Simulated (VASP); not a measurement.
# Al2Cu (I4/mmm) in VASP: a series of runs

Runs on Al2Cu. Level: PBE. Tasks: single point.

All numbers are computed with VASP 6.6.1; they aren't measurements. Logs are shortened: lines on timing, memory, paths and dates and some standing lists are left out, and cuts for length are marked.

### Step 1. The cell of the first run

The structure is tetragonal, space group I4/mmm (No. 139). The conventional cell has a = 3.994 Å, b = 3.994 Å, c = 5.879 Å, α = 90.00°, β = 90.00°, γ = 90.00°. Within 3.3 Å of Al (site symmetry -4m2) lie 4 Cu at 2.48 Å and 6 Al at 2.82 to 2.94 Å. Within 3.3 Å of Cu (site symmetry 4/mmm) lie 8 Al at 2.48 Å.

### Step 2. Single point, PBE

INCAR

```
SYSTEM = Al2Cu
PREC = Accurate ; ENCUT = 520
EDIFF = 1E-6 ; ISMEAR = 0
SIGMA = 0.15 ; LREAL = .False.
LASPH = .True. ; NELM = 80
ALGO = Fast ; ISIF = 2
LWAVE = .False. ; LCHARG = .True.
GGA = PE ; LELF = .True.
LVHAR = .True. ; NBANDS = 16
```

KPOINTS

```
Automatic mesh
0
Gamma
  14 14 14
  0 0 0
```

POSCAR

```
Al2Cu
1.0
   -1.9969049054      1.9969049054      2.9396000000
    1.9969049054     -1.9969049054      2.9396000000
    1.9969049054      1.9969049054     -2.9396000000
Al Cu
2 1
Direct
    0.7500000000      0.2500000000      0.5000000000
    0.2500000000      0.7500000000      0.5000000000
    0.5000000000      0.5000000000      0.0000000000
```

Potentials or basis: VASP PAW PBE potentials, release 64 (Al, Cu).

The run is started by

```console
cat potpaw_PBE.64/Al/POTCAR potpaw_PBE.64/Cu/POTCAR > POTCAR
mpirun -np 1 vasp_std > vasp.out
```

OUTCAR:

```text
SYSTEM = Al2Cu
   PREC = Accurate
   ENCUT = 520
   EDIFF = 1E-6
   ISMEAR = 0
   LREAL = .False.
   LASPH = .True.
   NELM = 80
   ISIF = 2
   GGA = PE

 ion  position               nearest neighbor table
   1  0.750  0.250  0.500-   3 2.48   3 2.48   3 2.48   3 2.48   2 2.82   2 2.82   2 2.82   2 2.82
                             2 2.94   2 2.94
   2  0.250  0.750  0.500-   3 2.48   3 2.48   3 2.48   3 2.48   1 2.82   1 2.82   1 2.82   1 2.82
                             1 2.94   1 2.94
   3  0.500  0.500  0.000-   2 2.48   1 2.48   1 2.48   2 2.48   1 2.48   2 2.48   2 2.48   1 2.48

  LATTYP: Found a body centered tetragonal cell.
 ALAT       =     3.9938098108
 C/A-ratio  =     1.4720781105

  Lattice vectors:

 A1 = (  -1.9969049054,   1.9969049054,   2.9396000000)
 A2 = (   1.9969049054,  -1.9969049054,   2.9396000000)
 A3 = (   1.9969049054,   1.9969049054,  -2.9396000000)

Analysis of symmetry for initial positions (statically):
=====================================================================
 Subroutine PRICEL returns:
 Original cell was already a primitive cell.

 Routine SETGRP: Setting up the symmetry group for a
 body centered tetragonal supercell.

 Subroutine GETGRP returns: Found 16 space group operations
 (whereof 16 operations were pure point group operations)
 out of a pool of 16 trial point group operations.

The static configuration has the point symmetry D_4h.

Analysis of symmetry for dynamics (positions and initial velocities):
=====================================================================
 Subroutine PRICEL returns:
 Original cell was already a primitive cell.

 Routine SETGRP: Setting up the symmetry group for a
 body centered tetragonal supercell.

 Subroutine GETGRP returns: Found 16 space group operations
 (whereof 16 operations were pure point group operations)
 out of a pool of 16 trial point group operations.

The dynamic configuration has the point symmetry D_4h.

 Subroutine INISYM returns: Found 16 space group operations
 (whereof 16 operations are pure point group operations),
 and found     1 'primitive' translations

----------------------------------------------------------------------------------------

                                     Primitive cell

  volume of cell :      46.8881

  direct lattice vectors                    reciprocal lattice vectors
    -1.996904905  1.996904905  2.939600000     0.000000000  0.250387486  0.170091169
[... 89 lines left out ...]
   LREAL  =      F    real-space projection
   EDIFFG = 0.1E-04   stopping-criterion for IOM
   NSW    =      0    number of steps for IOM
   IBRION =     -1    ionic relax: 0-MD 1-quasi-New 2-CG
   NFREE  =      0    steps in history (QN), initial steepest desc. (CG)
   ISIF   =      2    stress and relaxation
   ISYM   =      2    0-nonsym 1-usesym 2-fastsym
   POTIM  = 0.5000    time-step for ionic-motion
   TEBEG  =    0.0;   TEEND  =   0.0 temperature during run
   PSTRESS=    0.0 pullay stress
   NELECT =      17.0000    total number of electrons
   NUPDOWN=      -1.0000    fix difference up-down
   EMIN   =  10.00;   EMAX   =-10.00  energy-range for DOS
   EFERMI =   0.00;   METHOD = LEGACY
   ISMEAR =     0;   SIGMA  =   0.15  broadening in eV -4-tet -1-fermi 0-gaus
   EFERMI_NEDOS =   21; number of points for ismear=-14 and -15
   IALGO  =     68    algorithm
   IMIX   =      4    mixing-type and parameters
     AMIX     =   0.40;   BMIX     =  1.00
     AMIX_MAG =   1.60;   BMIX_MAG =  1.00
  volume/ion in A,a.u.               =      15.63       105.47
  Fermi-wavevector in a.u.,A,eV,Ry     =   1.167356  2.205984 18.540945  1.362721
  Thomas-Fermi vector in A             =   2.303858
   LORBIT       =      0    0 simple, 1 ext, 2 COOP (PROOUT), +10 PAW based schemes
   GGA     = PE    functional components
   LHFCALC =     F    Hartree Fock is set to
   AEXX    =    0.0000 exact exchange contribution
   IVDW    =     0    specifies the selected vdW correction
   LEPSILON=     F    determine dielectric tensor
   LRPA    =     F    only Hartree local field effects (RPA)
 non-spin polarized calculation
 RMM-DIIS sequential band-by-band and
 Gauss-broadening in eV      SIGMA  =   0.15
  energy-cutoff  :      520.00
  volume of cell :       46.89
 maximum number of plane-waves:      1291
   NGX = 15   NGY = 15   NGZ = 15

 number of electron      17.0000014 magnetization

 Free energy of the ion-electron system (eV)
  ---------------------------------------------------
  ext. energy  EPLUGINS =         0.00000000
  ---------------------------------------------------
  free energy    TOTEN  =       -11.72178538 eV

  energy without entropy =      -11.71212164  energy(sigma->0) =      -11.71695351

 E-fermi :   7.2119     XC(G=0): -10.5329

 val. band max:        7.2110413085   @ k =   0.2857   0.1429   0.0714
 cond. band min:       7.2282330272   @ k =  -0.1429  -0.4286   0.0714
 fundamental gap:      0.0171917186
 Fermi energy:         7.2119308265

 k-point     1 :       0.0000    0.0000    0.0000
  band No.  band energies     occupation
      1      -3.1070      2.00000
      2       2.5805      2.00000
      3       2.5805      2.00000
      4       2.6182      2.00000
      5       3.1215      2.00000
      6       3.1891      2.00000
[... 433 lines left out ...]
      3       2.6647      2.00000
      4       2.7935      2.00000
      5       3.0880      2.00000
      6       3.2156      2.00000
[... 8 lines left out ...]
     15      14.7181      0.00000
     16      17.9238      0.00000

 [... further k-points ...]

------------------------ aborting loop because EDIFF is reached ----------------------------------------

  FORCE on cell =-STRESS in cart. coord.  units (eV):
  Direction    XX          YY          ZZ          XY          YZ          ZX
  --------------------------------------------------------------------------------------
  -------------------------------------------------------------------------------------
  Total        1.3459149      1.3459149      0.2773150      0.0000000     -0.0000000      0.0000000
  in kB       45.9901871     45.9901871      9.4759107      0.0000000     -0.0000000      0.0000000
  external PRESSURE =      33.8187616 kB  Pullay stress =       0.0000000 kB

 VOLUME and BASIS-vectors are now :
 -----------------------------------------------------------------------------
  energy-cutoff  :      520.00
  volume of cell :       46.89
      direct lattice vectors                 reciprocal lattice vectors
    -1.996904905  1.996904905  2.939600000     0.000000000  0.250387486  0.170091169
     1.996904905 -1.996904905  2.939600000     0.250387486  0.000000000  0.170091169
     1.996904905  1.996904905 -2.939600000     0.250387486  0.250387486  0.000000000

 POSITION                                       TOTAL-FORCE (eV/Angst)
 -----------------------------------------------------------------------------------
      0.00000      1.99690      1.46980         0.000000      0.000000     -0.000000
      1.99690      0.00000      1.46980        -0.000000     -0.000000      0.000000
      0.00000      0.00000      2.93960        -0.000000     -0.000000     -0.000000
 -----------------------------------------------------------------------------------
    total drift:                                0.000000     -0.000000      0.000000

  FREE ENERGIE OF THE ION-ELECTRON SYSTEM (eV)
  ---------------------------------------------------
  free  energy   TOTEN  =       -11.7217853762 eV

  energy  without entropy=      -11.7121216421  energy(sigma->0) =      -11.71695351
```

OSZICAR:

```text
N       E                     dE             d eps       ncg     rms          rms(c)
DAV:   1     0.618268257460E+02    0.61827E+02   -0.67952E+03  7824   0.112E+03
DAV:   2    -0.115930771048E+02   -0.73420E+02   -0.65013E+02  8344   0.201E+02
DAV:   3    -0.140560099925E+02   -0.24629E+01   -0.24185E+01 10672   0.418E+01
DAV:   4    -0.141094895934E+02   -0.53480E-01   -0.53459E-01  9224   0.526E+00
DAV:   5    -0.141122329358E+02   -0.27433E-02   -0.27433E-02 12264   0.133E+00    0.152E+01
RMM:   6    -0.163572019339E+02   -0.22450E+01   -0.39081E+01  9821   0.949E+01    0.130E+01
RMM:   7    -0.118112243291E+02    0.45460E+01   -0.11215E+01  8887   0.532E+01    0.161E+00
RMM:   8    -0.117357855850E+02    0.75439E-01   -0.65136E-01  8409   0.126E+01    0.796E-01
RMM:   9    -0.117211314134E+02    0.14654E-01   -0.93957E-02  8905   0.174E+00    0.180E-01
RMM:  10    -0.117225648916E+02   -0.14335E-02   -0.78397E-03 10354   0.796E-01    0.183E-01
RMM:  11    -0.117220029644E+02    0.56193E-03   -0.25529E-03 10305   0.497E-01    0.846E-02
RMM:  12    -0.117218816181E+02    0.12135E-03   -0.70994E-04 11098   0.221E-01    0.746E-02
RMM:  13    -0.117218095387E+02    0.72079E-04   -0.12170E-04 10663   0.962E-02    0.388E-02
RMM:  14    -0.117217956333E+02    0.13905E-04   -0.41508E-05 11018   0.646E-02    0.221E-02
RMM:  15    -0.117217901527E+02    0.54806E-05   -0.13545E-05  9947   0.298E-02    0.150E-02
RMM:  16    -0.117217851979E+02    0.49548E-05   -0.11938E-05  9894   0.324E-02    0.322E-03
RMM:  17    -0.117217853762E+02   -0.17831E-06   -0.22781E-06  7702   0.141E-02
   1 F= -.11721785E+02 E0= -.11716954E+02  d E =-.966373E-02
```

stdout:

```text
POSCAR found type information on POSCAR AlCu
 POSCAR found :  2 types and       3 ions
 scaLAPACK will be used
 LDA part: xc-table for (Slater+PW92), standard interpolation
 POSCAR, INCAR and KPOINTS ok, starting setup
 FFT: planning ... GRIDC
 FFT: planning ... GRID_SOFT
 FFT: planning ... GRID
 WAVECAR not read
 entering main loop
```

It took 6.6 min on 1 thread of Intel Xeon Platinum 8375C at 2.90GHz (Ice Lake), shared host; peak memory 0.3 GiB.

What came out:

```
Free energy            : -11.7218 eV
Pressure               : 3.4 GPa
Band gap on the k mesh : zero (an odd number of electrons rules out a gap without spin polarisation)
```

Stress tensor (GPa, compression positive):
```
4.60 0.00 0.00
0.00 4.60 0.00
0.00 0.00 0.95
```

Caveat: the cell stands under pressure.

### Step 3. Single point, PBE

This run uses another cell than the first one, of 15.85 Å³/atom.

INCAR

```
PREC = Accurate ; ENCUT = 520
EDIFF = 1E-6 ; ISMEAR = 0
SIGMA = 0.15 ; LREAL = F
LASPH = T ; NELM = 100
ALGO = Fast ; ISIF = 2
LWAVE = F ; LCHARG = F
GGA = PE ; NBANDS = 16
```

KPOINTS

```
regular mesh
0
Gamma
  14 14 14
```

POSCAR

```
Al2Cu
1.0
   -2.0446004822      2.0446004822      2.8432000000
    2.0446004822     -2.0446004822      2.8432000000
    2.0446004822      2.0446004822     -2.8432000000
Al Cu
2 1
Direct
    0.7500000000      0.2500000000      0.5000000000
    0.2500000000      0.7500000000      0.5000000000
    0.5000000000      0.5000000000      0.0000000000
```

Potentials or basis: VASP PAW PBE potentials, release 64 (Al, Cu).

The run is started by

```console
cat potpaw_PBE.64/Al/POTCAR potpaw_PBE.64/Cu/POTCAR > POTCAR
mpirun -np 1 vasp_std > vasp.out
```

OUTCAR:

```text
PREC = Accurate
   ENCUT = 520
   EDIFF = 1E-6
   ISMEAR = 0
   LREAL = F
   LASPH = T
   NELM = 100
   ISIF = 2
   GGA = PE

 ion  position               nearest neighbor table
   1  0.750  0.250  0.500-   3 2.49   3 2.49   3 2.49   3 2.49   2 2.84   2 2.84   2 2.89   2 2.89
                             2 2.89   2 2.89
   2  0.250  0.750  0.500-   3 2.49   3 2.49   3 2.49   3 2.49   1 2.84   1 2.84   1 2.89   1 2.89
                             1 2.89   1 2.89
   3  0.500  0.500  0.000-   2 2.49   1 2.49   1 2.49   2 2.49   1 2.49   2 2.49   2 2.49   1 2.49

  LATTYP: Found a body centered tetragonal cell.
 ALAT       =     4.0892009644
 C/A-ratio  =     1.3905895185

  Lattice vectors:

 A1 = (  -2.0446004822,   2.0446004822,   2.8432000000)
 A2 = (   2.0446004822,  -2.0446004822,   2.8432000000)
 A3 = (   2.0446004822,   2.0446004822,  -2.8432000000)

Analysis of symmetry for initial positions (statically):
=====================================================================
 Subroutine PRICEL returns:
 Original cell was already a primitive cell.

 Routine SETGRP: Setting up the symmetry group for a
[... 174 lines left out ...]
 cond. band min:       7.0785274429   @ k =  -0.2857   0.1429  -0.0000
 fundamental gap:      0.0188724861
 Fermi energy:         7.0703538859

 k-point     1 :       0.0000    0.0000    0.0000
  band No.  band energies     occupation
      1      -3.1580      2.00000
      2       2.4923      2.00000
      3       2.5088      2.00000
      4       2.5088      2.00000
      5       3.0464      2.00000
      6       3.0739      2.00000
[... 433 lines left out ...]
      3       2.5819      2.00000
      4       2.6992      2.00000
      5       3.0071      2.00000
      6       3.1274      2.00000
[... 8 lines left out ...]
     15      14.2554      0.00000
     16      17.7380      0.00000

 [... further k-points ...]

------------------------ aborting loop because EDIFF is reached ----------------------------------------

  FORCE on cell =-STRESS in cart. coord.  units (eV):
  Direction    XX          YY          ZZ          XY          YZ          ZX
  --------------------------------------------------------------------------------------
  -------------------------------------------------------------------------------------
  Total        0.3705572      0.3705572      0.8506267      0.0000000      0.0000000      0.0000000
  in kB       12.4876719     12.4876719     28.6658805      0.0000000      0.0000000      0.0000000
  external PRESSURE =      17.8804081 kB  Pullay stress =       0.0000000 kB

 VOLUME and BASIS-vectors are now :
 -----------------------------------------------------------------------------
  energy-cutoff  :      520.00
  volume of cell :       47.54
      direct lattice vectors                 reciprocal lattice vectors
    -2.044600482  2.044600482  2.843200000     0.000000000  0.244546553  0.175858188
     2.044600482 -2.044600482  2.843200000     0.244546553  0.000000000  0.175858188
     2.044600482  2.044600482 -2.843200000     0.244546553  0.244546553  0.000000000

 POSITION                                       TOTAL-FORCE (eV/Angst)
 -----------------------------------------------------------------------------------
      0.00000      2.04460      1.42160         0.000000      0.000000      0.000000
      2.04460      0.00000      1.42160        -0.000000     -0.000000     -0.000000
      0.00000      0.00000      2.84320        -0.000000     -0.000000     -0.000000
 -----------------------------------------------------------------------------------
    total drift:                                0.000000     -0.000000      0.000000

  FREE ENERGIE OF THE ION-ELECTRON SYSTEM (eV)
  ---------------------------------------------------
  free  energy   TOTEN  =       -11.7441932047 eV

  energy  without entropy=      -11.7338525856  energy(sigma->0) =      -11.73902290
```

stdout:

```text
POSCAR found type information on POSCAR AlCu
 POSCAR found :  2 types and       3 ions
 scaLAPACK will be used
 LDA part: xc-table for (Slater+PW92), standard interpolation
 POSCAR, INCAR and KPOINTS ok, starting setup
 FFT: planning ... GRIDC
 FFT: planning ... GRID_SOFT
 FFT: planning ... GRID
 WAVECAR not read
 entering main loop
WARNING in EDDRMM: call to ZHEGV failed, returncode =   8  4     16
WARNING in EDDRMM: call to ZHEGV failed, returncode =   8  4     15
```

It took 2.1 min on 1 thread of AMD EPYC 9R45 (Zen 5), shared host; peak memory 0.28 GiB.

What came out:

- Free energy: -11.7442 eV
- Pressure: 1.8 GPa
- Band gap on the k mesh: zero (an odd number of electrons rules out a gap without spin polarisation)

Levels at points of the mesh, in eV from the Fermi level:
```csv
k point,band 6,band 7,band 8,band 9,band 10,band 11,band 12,band 13
"(0.00, 0.00, 0.00)",-4.00,2.77,2.88,2.88,2.96,2.96,3.01,4.22
"(0.50, 0.00, 0.00)",-3.95,-3.94,0.54,0.68,2.87,2.93,3.81,4.39
"(0.50, 0.50, 0.00)",-3.85,-3.75,-2.01,-1.88,0.39,1.58,8.98,10.36
"(0.50, 0.50, 0.50)",-3.86,-3.70,-2.06,-2.06,0.19,1.48,9.01,10.54
```

### Step 4. Single point, PBE

This run uses another cell than the first one, of 15.89 Å³/atom.

INCAR

```
  PREC = Accurate
  ENCUT = 520
  EDIFF = 1E-6
  ISMEAR = 0
  SIGMA = 0.15
  LREAL = False
  LASPH = True
  NELM = 80
  ALGO = Fast
  ISIF = 2
  LWAVE = False
  LCHARG = False
  GGA = PE
  NBANDS = 16
```

KPOINTS is that of step 3.

POSCAR

```
Al2Cu
1.0
   -1.9969049054      1.9969049054      2.9878000000
    1.9969049054     -1.9969049054      2.9878000000
    1.9969049054      1.9969049054     -2.9878000000
Al Cu
2 1
Direct
    0.7500000000      0.2500000000      0.5000000000
    0.2500000000      0.7500000000      0.5000000000
    0.5000000000      0.5000000000      0.0000000000
```

The run is started by

```console
cat potpaw_PBE.64/Al/POTCAR potpaw_PBE.64/Cu/POTCAR > POTCAR
mpirun -np 1 vasp_std > vasp.out
```

Wall time 2 min (1 thread of AMD EPYC 9R45 (Zen 5), shared host); peak memory 0.29 GiB.

It converged, with:

- Free energy: -11.7207 eV
- Pressure: 1.8 GPa
- Band gap on the k mesh: zero (an odd number of electrons rules out a gap without spin polarisation)

Stress tensor (GPa, compression positive):
```
 3.38  0.00  0.00
 0.00  3.38  0.00
 0.00  0.00 -1.50
```

Levels at points of the mesh, in eV from the Fermi level:
```csv
k point,band 6,band 7,band 8,band 9,band 10,band 11,band 12,band 13
"(0.00, 0.00, 0.00)",-3.95,2.62,2.69,2.69,3.08,3.08,3.31,4.20
"(0.50, 0.00, 0.00)",-3.94,-3.89,0.34,0.86,2.55,3.05,3.98,4.43
"(0.50, 0.50, 0.00)",-3.87,-3.65,-2.30,-1.89,0.09,1.45,8.91,9.61
"(0.50, 0.50, 0.50)",-3.83,-3.82,-1.74,-1.74,0.76,1.76,8.97,10.80
```

### Step 5. Summary

```tsv
cell	gap on the mesh (eV)	pressure (GPa)
a = 4.076 Å, angles 121.3, 121.3, 87.7°, 3 atoms	none	3.4
a = 4.055 Å, angles 119.4, 119.4, 91.0°, 3 atoms	none	1.8
a = 4.111 Å, angles 121.9, 121.9, 86.8°, 3 atoms	none	1.8
```

Alike in all rows: task single point; level PBE; potentials or basis VASP PAW PBE potentials, release 64 (Al, Cu); no spin polarisation; k mesh 14 × 14 × 14; cutoff (eV) 520; smearing gaussian 0.15 eV.

Caveats: the cell stands under pressure (at least some runs).

Total energies depend on the potentials used, so only differences within one code and one set of settings carry meaning.
